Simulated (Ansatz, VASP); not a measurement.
## Ru: VASP beside Ansatz

The input INCAR:

```
ALGO = Normal
EDIFF = 1E-6
EDIFFG = -0.005
ENCUT = 600
GGA = PS
IBRION = 2
ISIF = 3
ISMEAR = -1
LASPH = T
LCHARG = F
LREAL = F
LWAVE = F
NELM = 60
NSW = 60
PREC = Accurate
SIGMA = 0.05
```

Contents of KPOINTS:

```
k-points
0
Gamma
  18 18 10
```

The input POSCAR:

```
Ru
1.0
    2.6844463720      0.0000000000      0.0000000000
   -1.3422231860      2.3247987533      0.0000000000
    0.0000000000      0.0000000000      4.3488031227
Ru
2
Direct
    0.3333333333      0.6666666667      0.2500000000
    0.6666666667      0.3333333333      0.7500000000
```

Input for Ansatz:

```yaml
crystal:
  lattice:
    - [2.684446372, 0.0, 0.0]
    - [-1.342223186, 2.3247987533, 0.0]
    - [0.0, 0.0, 4.3488031227]
  atoms:
    - { symbol: Ru, position: [0.3333333333, 0.6666666667, 0.25] }
    - { symbol: Ru, position: [0.6666666667, 0.3333333333, 0.75] }
kpoints:
  mp_grid: { grid: [18, 18, 10] }
scf:
  occupations: { method: fermi_dirac, width: 0.05 }
hamiltonian:
  xc: pbesol
  pseudopotentials: { kind: paw }
output:
  forces: true
  stress: true
relax:
  f_tol: 0.005
  max_steps: 40
  cell: {}
```

Alike in both runs: task relaxation of cell and atoms; functional PBEsol; k mesh 18 × 18 × 10; occupations fermi-dirac, width 0.05 eV; no spin polarisation.

```csv
,VASP,Ansatz
version,VASP 6.6.1,Ansatz 0.2.0
potentials or method,"VASP PAW PBE potentials, release 64 (Ru_pv)","PAW with Ansatz's default frozen-core files, scalar-relativistic"
plane-wave cutoff (eV),600,420
valence electrons in the cell,28,32
```

VASP gave:

| Quantity | Value |
| --- | --- |
| relaxed volume (Å³/atom) | 13.32 |
| relaxed cell length with the largest relative difference (Å) | 2.689 |

**Question.** Which values does Ansatz return?

**Answer.** Relaxed volume (Å³/atom): 13.32; relaxed cell length with the largest relative difference (Å): 2.690.

VASP's potentials were made for PBE, not for PBEsol. VASP's potentials hold 28 valence electrons a cell and Ansatz's 32, so a difference there can come from the potentials and not from the codes.
